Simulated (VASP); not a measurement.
# GaN (zinc blende type) (F-43m) in VASP: notebook, part 2 of 2

VASP 6.6.1.

## 3. Single point, HSE06

This run uses another cell than the first one, of 10.83 Å³/atom, 0.920 times its volume.

File POSCAR:

```
GaN
1.0
    0.0000000000      2.2126395796      2.2126395796
    2.2126395796      0.0000000000      2.2126395796
    2.2126395796      2.2126395796      0.0000000000
Ga N
1 1
Direct
    0.0000000000      0.0000000000      0.0000000000
    0.2500000000      0.2500000000      0.2500000000
```

File INCAR.step1:

```
SYSTEM = GaN
ALGO     = Normal         ! electronic algorithm
EDIFF    = 1E-5           ! SCF threshold, eV
ENCUT    = 520            ! plane-wave cutoff, eV
GGA      = PE             ! functional
ISIF     = 2              ! what is computed and relaxed
ISMEAR   = -1             ! smearing method
LASPH    = .TRUE.         ! aspherical terms in the spheres
LCHARG   = .FALSE.        ! write CHGCAR
LREAL    = .FALSE.        ! projectors in reciprocal space
LWAVE    = .TRUE.         ! write WAVECAR
NBANDS   = 16             ! bands
NELM     = 80             ! most SCF steps
PREC     = Accurate       ! precision mode
SIGMA    = 0.05           ! smearing width, eV
```

File INCAR.step2:

```
SYSTEM = GaN
ALGO     = Normal         ! electronic algorithm
EDIFF    = 1E-6           ! SCF threshold, eV
ENCUT    = 520            ! plane-wave cutoff, eV
GGA      = PE             ! functional
HFSCREEN = 0.2079         ! screening, 1/A
ISIF     = 2              ! what is computed and relaxed
ISMEAR   = -1             ! smearing method
ISTART   = 1            
LASPH    = .TRUE.         ! aspherical terms in the spheres
LCHARG   = .FALSE.        ! write CHGCAR
LHFCALC  = .TRUE.         ! exact exchange
LREAL    = .FALSE.        ! projectors in reciprocal space
LWAVE    = .FALSE.        ! write WAVECAR
NBANDS   = 16             ! bands
NELM     = 80             ! most SCF steps
PREC     = Accurate       ! precision mode
PRECFOCK = Normal       
SIGMA    = 0.05           ! smearing width, eV
```

File KPOINTS:

```
k-points
0
G
  4 4 4
  0 0 0
```

Potentials or basis: VASP PAW PBE potentials, release 64 (Ga_d, N).

The run is started by

```bash
$ cat potpaw_PBE.64/Ga_d/POTCAR potpaw_PBE.64/N/POTCAR > POTCAR
$ cp INCAR.step1 INCAR
$ mpirun -np 1 vasp_std > vasp.out
$ cp INCAR.step2 INCAR
$ mpirun -np 1 vasp_std > vasp.out
```

OUTCAR:

```text
SYSTEM = GaN
   EDIFF = 1E-6
   ENCUT = 520
   GGA = PE
   HFSCREEN = 0.2079
   ISIF = 2
   ISMEAR = -1
   ISTART = 1
   LASPH = .TRUE.
   LHFCALC = .TRUE.
   LREAL = .FALSE.
   NELM = 80
   PREC = Accurate
   PRECFOCK = Normal

 ion  position               nearest neighbor table
   1  0.000  0.000  0.000-   2 1.92   2 1.92   2 1.92   2 1.92
   2  0.250  0.250  0.250-   1 1.92   1 1.92   1 1.92   1 1.92

  LATTYP: Found a face centered cubic cell.
 ALAT       =     4.4252791592

  Lattice vectors:

 A1 = (   0.0000000000,   2.2126395796,   2.2126395796)
 A2 = (   2.2126395796,   0.0000000000,   2.2126395796)
 A3 = (   2.2126395796,   2.2126395796,   0.0000000000)

Analysis of symmetry for initial positions (statically):
=====================================================================
 Subroutine PRICEL returns:
 Original cell was already a primitive cell.

 Routine SETGRP: Setting up the symmetry group for a
 face centered cubic supercell.

 Subroutine GETGRP returns: Found 24 space group operations
 (whereof 24 operations were pure point group operations)
 out of a pool of 48 trial point group operations.

The static configuration has the point symmetry T_d .

Analysis of symmetry for dynamics (positions and initial velocities):
=====================================================================
 Subroutine PRICEL returns:
 Original cell was already a primitive cell.

 Routine SETGRP: Setting up the symmetry group for a
 face centered cubic supercell.

 Subroutine GETGRP returns: Found 24 space group operations
 (whereof 24 operations were pure point group operations)
 out of a pool of 48 trial point group operations.

The dynamic configuration has the point symmetry T_d .

 Subroutine INISYM returns: Found 24 space group operations
 (whereof 24 operations are pure point group operations),
[... 102 lines left out ...]
  Thomas-Fermi vector in A             =   2.645309
   LORBIT       =      0    0 simple, 1 ext, 2 COOP (PROOUT), +10 PAW based schemes
   GGA     = PE    functional components
   LHFCALC =     T    Hartree Fock is set to
   PRECFOCK=normal    Normal, Fast or Accurate (Low or Medium for compatibility)
   ENCUT4O =  -1.0   cutoff for four orbital integrals eV
   NKREDX  =     1    reduce k-point grid by
   NKREDY  =     1    reduce k-point grid by
   NKREDZ  =     1    reduce k-point grid by
   AEXX    =    0.2500 exact exchange contribution
   HFSCREEN=    0.2079 screening length (either q_TF or 0.3 A-1)
   HFSCREENC=   0.2079 screening length for correlation (either q_TF or 0.3 A-1)
   ENCUTFOCK=  -1.0 apply spherical cutoff to Coloumb kernel
   IVDW    =     0    specifies the selected vdW correction
   LEPSILON=     F    determine dielectric tensor
   LRPA    =     F    only Hartree local field effects (RPA)
 non-spin polarized calculation
  energy-cutoff  :      520.00
  volume of cell :       21.67
 maximum number of plane-waves:       604
  NGX = 18; NGY = 18; NGZ = 18

 number of electron      18.0000011 magnetization

 Free energy of the ion-electron system (eV)
  ---------------------------------------------------
  ext. energy  EPLUGINS =         0.00000000
  ---------------------------------------------------
  free energy    TOTEN  =       -14.65503031 eV

  energy without entropy =      -14.65503031  energy(sigma->0) =      -14.65503031

 E-fermi :   6.1486     XC(G=0):  -9.7845

 val. band max:        5.0673519429   @ k =   0.0000   0.0000   0.0000
 cond. band min:       8.4871718233   @ k =   0.0000   0.0000   0.0000
 fundamental gap:      3.4198198804
 Fermi energy:         6.1486051681

 k-point     1 :       0.0000    0.0000    0.0000
  band No.  band energies     occupation
      1     -12.8538      2.00000
      2     -10.5395      2.00000
      3     -10.5395      2.00000
      4     -10.5395      2.00000
      5     -10.1669      2.00000
      6     -10.1669      2.00000
[... 129 lines left out ...]
      3     -10.3476      2.00000
      4     -10.1732      2.00000
      5     -10.1564      2.00000
      6      -7.6680      2.00000
[... 8 lines left out ...]
     15      26.7004      0.00000
     16      31.9928      0.00000

------------------------ aborting loop because EDIFF is reached ----------------------------------------

  FORCE on cell =-STRESS in cart. coord.  units (eV):
  Direction    XX          YY          ZZ          XY          YZ          ZX
  --------------------------------------------------------------------------------------
  -------------------------------------------------------------------------------------
  Total        1.4302211      1.4302211      1.4302211      0.0000000     -0.0000000      0.0000000
  in kB      105.7673811    105.7673811    105.7673811      0.0000000     -0.0000000      0.0000000
  external PRESSURE =     105.7673811 kB  Pullay stress =       0.0000000 kB

 VOLUME and BASIS-vectors are now :
 -----------------------------------------------------------------------------
  energy-cutoff  :      520.00
  volume of cell :       21.67
      direct lattice vectors                 reciprocal lattice vectors
     0.000000000  2.212639580  2.212639580    -0.225974445  0.225974445  0.225974445
     2.212639580  0.000000000  2.212639580     0.225974445 -0.225974445  0.225974445
     2.212639580  2.212639580  0.000000000     0.225974445  0.225974445 -0.225974445

 POSITION                                       TOTAL-FORCE (eV/Angst)
 -----------------------------------------------------------------------------------
      0.00000      0.00000      0.00000         0.000000      0.000000     -0.000000
      1.10632      1.10632      1.10632        -0.000000     -0.000000      0.000000
 -----------------------------------------------------------------------------------
    total drift:                               -0.000046     -0.000035     -0.000017

  FREE ENERGIE OF THE ION-ELECTRON SYSTEM (eV)
  ---------------------------------------------------
  free  energy   TOTEN  =       -14.6550303076 eV

  energy  without entropy=      -14.6550303076  energy(sigma->0) =      -14.65503031
```

OSZICAR.step1:

```text
N       E                     dE             d eps       ncg     rms          rms(c)
DAV:   1     0.925318984582E+02    0.92532E+02   -0.94973E+03   280   0.212E+03
DAV:   2    -0.671884585903E+01   -0.99251E+02   -0.93359E+02   288   0.354E+02
DAV:   3    -0.140498216040E+02   -0.73310E+01   -0.72983E+01   304   0.775E+01
DAV:   4    -0.141350980973E+02   -0.85276E-01   -0.85260E-01   320   0.895E+00
DAV:   5    -0.141361257362E+02   -0.10276E-02   -0.10276E-02   296   0.892E-01    0.797E+00
DAV:   6    -0.119880521956E+02    0.21481E+01   -0.48384E+00   376   0.417E+01    0.267E+00
DAV:   7    -0.120044763410E+02   -0.16424E-01   -0.40129E-01   264   0.640E+00    0.181E+00
DAV:   8    -0.120018192809E+02    0.26571E-02   -0.52511E-02   320   0.375E+00    0.717E-01
DAV:   9    -0.119973280198E+02    0.44913E-02   -0.17716E-02   384   0.326E+00    0.172E-01
DAV:  10    -0.119975410179E+02   -0.21300E-03   -0.16012E-03   328   0.585E-01    0.497E-02
DAV:  11    -0.119975058802E+02    0.35138E-04   -0.19401E-04   368   0.169E-01    0.174E-02
DAV:  12    -0.119975096961E+02   -0.38159E-05   -0.21465E-05   304   0.438E-02
   1 F= -.11997510E+02 E0= -.11997510E+02  d E =-.134142E-09
```

Run time: 3.7 min. Hardware: 1 thread of Intel Xeon 6975P-C, shared host; peak memory 0.25 GiB.

Results:

```yaml
Free_energy: -14.6550 eV
Pressure: 10.6 GPa
Band_gap_on_the_k_mesh: 3.42 eV, direct
```

Caveat: the k points lie up to 0.61 Å⁻¹ apart; the PAW data sets were made with another functional, which shifts forces and pressure a little.

## 4. Single point, HSE06

This run uses another cell than the first one, of 11.19 Å³/atom, 0.950 times its volume.

File POSCAR:

```
GaN
1.0
    0.0000000000      2.2364332274      2.2364332274
    2.2364332274      0.0000000000      2.2364332274
    2.2364332274      2.2364332274      0.0000000000
Ga N
1 1
Direct
    0.0000000000      0.0000000000      0.0000000000
    0.2500000000      0.2500000000      0.2500000000
```

File INCAR.step1:

```
SYSTEM = GaN
ALGO = Normal ; EDIFF = 1E-5
ENCUT = 520 ; GGA = PE
ISIF = 2 ; ISMEAR = -1
LASPH = .True. ; LCHARG = .False.
LREAL = .False. ; LWAVE = .True.
NBANDS = 16 ; NELM = 60
PREC = Accurate ; SIGMA = 0.05
```

File INCAR.step2:

```
SYSTEM = GaN
ALGO = Normal ; EDIFF = 1E-6
ENCUT = 520 ; GGA = PE
HFSCREEN = 0.2079 ; ISIF = 2
ISMEAR = -1 ; ISTART = 1
LASPH = .True. ; LCHARG = .False.
LHFCALC = .True. ; LREAL = .False.
LWAVE = .False. ; NBANDS = 16
NELM = 60 ; PREC = Accurate
PRECFOCK = Normal ; SIGMA = 0.05
```

File KPOINTS:

```
k-points
0
Gamma
  4 4 4
  0 0 0
```

Potentials or basis: VASP PAW PBE potentials, release 64 (Ga_d, N).

The run is started by

```bash
$ cat potpaw_PBE.64/Ga_d/POTCAR potpaw_PBE.64/N/POTCAR > POTCAR
$ cp INCAR.step1 INCAR
$ mpirun -np 1 vasp_std > vasp.out
$ cp INCAR.step2 INCAR
$ mpirun -np 1 vasp_std > vasp.out
```

OUTCAR:

```text
SYSTEM = GaN
   EDIFF = 1E-6
   ENCUT = 520
   GGA = PE
   HFSCREEN = 0.2079
   ISIF = 2
   ISMEAR = -1
   ISTART = 1
   LASPH = .True.
   LHFCALC = .True.
   LREAL = .False.
   NELM = 60
   PREC = Accurate
   PRECFOCK = Normal

 ion  position               nearest neighbor table
   1  0.000  0.000  0.000-   2 1.94   2 1.94   2 1.94   2 1.94
   2  0.250  0.250  0.250-   1 1.94   1 1.94   1 1.94   1 1.94

  LATTYP: Found a face centered cubic cell.
 ALAT       =     4.4728664548

[... 328 lines left out ...]

------------------------ aborting loop because EDIFF is reached ----------------------------------------

  FORCE on cell =-STRESS in cart. coord.  units (eV):
  Direction    XX          YY          ZZ          XY          YZ          ZX
  --------------------------------------------------------------------------------------
  -------------------------------------------------------------------------------------
  Total        0.4637494      0.4637494      0.4637494      0.0000000      0.0000000     -0.0000000
  in kB       33.2120816     33.2120816     33.2120816      0.0000000      0.0000000     -0.0000000
  external PRESSURE =      33.2120816 kB  Pullay stress =       0.0000000 kB

 VOLUME and BASIS-vectors are now :
 -----------------------------------------------------------------------------
  energy-cutoff  :      520.00
  volume of cell :       22.37
      direct lattice vectors                 reciprocal lattice vectors
     0.000000000  2.236433227  2.236433227    -0.223570279  0.223570279  0.223570279
     2.236433227  0.000000000  2.236433227     0.223570279 -0.223570279  0.223570279
     2.236433227  2.236433227  0.000000000     0.223570279  0.223570279 -0.223570279

 POSITION                                       TOTAL-FORCE (eV/Angst)
 -----------------------------------------------------------------------------------
      0.00000      0.00000      0.00000        -0.000000     -0.000000     -0.000000
      1.11822      1.11822      1.11822         0.000000      0.000000      0.000000
 -----------------------------------------------------------------------------------
    total drift:                               -0.000027     -0.000033     -0.000024

  FREE ENERGIE OF THE ION-ELECTRON SYSTEM (eV)
  ---------------------------------------------------
  free  energy   TOTEN  =       -14.6853994895 eV

  energy  without entropy=      -14.6853994894  energy(sigma->0) =      -14.68539949
```

OSZICAR.step1:

```text
N       E                     dE             d eps       ncg     rms          rms(c)
DAV:   1     0.874008904610E+02    0.87401E+02   -0.89210E+03   288   0.196E+03
DAV:   2    -0.806262534404E+01   -0.95464E+02   -0.88407E+02   304   0.353E+02
DAV:   3    -0.140604046554E+02   -0.59978E+01   -0.59809E+01   280   0.715E+01
DAV:   4    -0.141375447663E+02   -0.77140E-01   -0.77125E-01   360   0.862E+00
DAV:   5    -0.141385197482E+02   -0.97498E-03   -0.97498E-03   288   0.864E-01    0.785E+00
DAV:   6    -0.120501118917E+02    0.20884E+01   -0.49148E+00   384   0.406E+01    0.265E+00
DAV:   7    -0.120631181782E+02   -0.13006E-01   -0.35706E-01   264   0.637E+00    0.180E+00
DAV:   8    -0.120603758012E+02    0.27424E-02   -0.56430E-02   304   0.363E+00    0.771E-01
DAV:   9    -0.120557436190E+02    0.46322E-02   -0.17095E-02   384   0.312E+00    0.182E-01
DAV:  10    -0.120560819903E+02   -0.33837E-03   -0.17988E-03   336   0.641E-01    0.774E-02
DAV:  11    -0.120559799551E+02    0.10204E-03   -0.33824E-04   368   0.289E-01    0.119E-02
DAV:  12    -0.120559869429E+02   -0.69878E-05   -0.37319E-05   312   0.648E-02
   1 F= -.12055987E+02 E0= -.12055987E+02  d E =-.955227E-09
```

Run time: 3.9 min. Hardware: 1 thread of Intel Xeon 6975P-C, shared host; peak memory 0.25 GiB.

What came out:

- Free energy: -14.6854 eV
- Pressure: 3.3 GPa
- Band gap on the k mesh: 3.18 eV, direct

Levels at points of the mesh, in eV from the valence-band top:
```
           k point  band 6  band 7  band 8  band 9  band 10  band 11  band 12  band 13
(0.00, 0.00, 0.00)  -15.26    0.00    0.00    0.00     3.18    12.06    12.06    12.06
(0.50, 0.00, 0.00)  -13.61   -7.70   -1.07   -1.07     6.26    10.55    12.02    12.02
(0.50, 0.50, 0.00)  -13.05   -6.67   -2.99   -2.99     4.46     8.29    13.79    16.29
```

Caveat: the k points lie up to 0.61 Å⁻¹ apart; the PAW data sets were made with another functional, which shifts forces and pressure a little.

## 5. Single point, HSE06

This run uses another cell than the first one, of 11.54 Å³/atom, 0.980 times its volume.

File POSCAR:

```
GaN
1.0
    0.0000000000      2.2597310836      2.2597310836
    2.2597310836      0.0000000000      2.2597310836
    2.2597310836      2.2597310836      0.0000000000
Ga N
1 1
Direct
    0.0000000000      0.0000000000      0.0000000000
    0.2500000000      0.2500000000      0.2500000000
```

File INCAR.step1:

```
  ALGO = Normal
  EDIFF = 1E-5
  ENCUT = 520
  GGA = PE
  ISIF = 2
  ISMEAR = -1
  LASPH = True
  LREAL = False
  LWAVE = True
  NBANDS = 16
  NELM = 80
  PREC = Accurate
  SIGMA = 0.05
```

File INCAR.step2:

```
  ALGO = Normal
  EDIFF = 1E-6
  ENCUT = 520
  GGA = PE
  HFSCREEN = 0.2079
  ISIF = 2
  ISMEAR = -1
  ISTART = 1
  LASPH = True
  LCHARG = True
  LELF = True
  LHFCALC = True
  LREAL = False
  LVHAR = True
  LWAVE = False
  NBANDS = 16
  NELM = 80
  PREC = Accurate
  PRECFOCK = Normal
  SIGMA = 0.05
```

File KPOINTS:

```
k-points
0
Gamma
  4 4 4
```

The run is started by

```bash
$ cat potpaw_PBE.64/Ga_d/POTCAR potpaw_PBE.64/N/POTCAR > POTCAR
$ cp INCAR.step1 INCAR
$ mpirun -np 1 vasp_std > vasp.out
$ cp INCAR.step2 INCAR
$ mpirun -np 1 vasp_std > vasp.out
```

Wall time 3.5 min (1 thread of Intel Xeon 6975P-C, shared host); peak memory 0.25 GiB.

Results (log left out):

| Property | Result |
| --- | --- |
| Free energy | -14.6863 eV |
| Pressure | -2.8 GPa |
| Band gap on the k mesh | 2.95 eV, direct |

Levels at points of the mesh, in eV from the valence-band top:
```
           k point  band 7  band 8  band 9  band 10  band 11  band 12
(0.00, 0.00, 0.00)    0.00    0.00    0.00     2.95    11.84    11.84
(0.50, 0.00, 0.00)   -7.48   -1.03   -1.03     6.02    10.38    11.84
(0.50, 0.50, 0.00)   -6.53   -2.88   -2.88     4.44     8.09    13.52
```

Caveat: the k points lie up to 0.60 Å⁻¹ apart; the PAW data sets were made with another functional, which shifts forces and pressure a little.

## 6. The runs side by side

```tsv
level	cell	k mesh	smearing	grid for exact exchange (PRECFOCK)	screening parameter	gap on the mesh (eV)	pressure (GPa)
r2SCAN	a = 3.217 Å, angles 60.0°, 2 atoms	6 × 6 × 6	fermi-dirac 0.02 eV	-	-	1.93	-5.4
HSE06	a = 3.129 Å, angles 60.0°, 2 atoms	4 × 4 × 4	fermi-dirac 0.05 eV	Normal	0.2079 1/Å	3.42	10.6
HSE06	a = 3.163 Å, angles 60.0°, 2 atoms	4 × 4 × 4	fermi-dirac 0.05 eV	Normal	0.2079 1/Å	3.18	3.3
HSE06	a = 3.196 Å, angles 60.0°, 2 atoms	4 × 4 × 4	fermi-dirac 0.05 eV	Normal	0.2079 1/Å	2.95	-2.8
```

Alike in all rows: task single point; potentials or basis VASP PAW PBE potentials, release 64 (Ga_d, N); no spin polarisation; cutoff (eV) 520.

Caveats: some runs use coarse meshes; the PAW data sets were made with another functional, which shifts forces and pressure a little.

Absolute energies hang on the potentials; compare differences alone.
